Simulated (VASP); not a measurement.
A run of VASP 6.6.1 is set up as follows.

The input INCAR:

```
SYSTEM = Bi
ALGO = Normal
EDIFF = 1E-7
ENCUT = 520
GGA = RE
ISIF = 2
ISMEAR = -1
LASPH = .True.
LCHARG = .False.
LREAL = .False.
LWAVE = .False.
NBANDS = 22
NELM = 80
PREC = Accurate
SIGMA = 0.1
```

KPOINTS

```
k-points
0
Gamma
  12 12 6
  0 0 0
```

File POSCAR:

```
Bi
1.0
    3.5645040821      0.0000000000      0.0000000000
   -1.7822520411      3.0869510870      0.0000000000
    0.0000000000      0.0000000000      5.8650043133
Bi
2
Direct
    0.3333333333      0.6666666667      0.2500000000
    0.6666666667      0.3333333333      0.7500000000
```

Potentials or basis: VASP PAW PBE potentials, release 64 (Bi_d).

The run is started by

```bash
$ cat potpaw_PBE.64/Bi_d/POTCAR > POTCAR
$ mpirun -np 1 vasp_std > vasp.out
```

Task: Predict the band gap on the k mesh.

Result: Zero (band 15 reaches 11.60 eV, above the bottom of band 16 at 4.95 eV).

Task: Estimate the pressure.

Result: -0.2 GPa.

Stress tensor (GPa, compression positive):
```
-0.41  0.00  0.00
 0.00 -0.41  0.00
 0.00  0.00  0.33
```

Caveat: the PAW data sets were made with another functional, which shifts forces and pressure a little; spin-orbit coupling is left out, which moves the levels of the heavy elements.
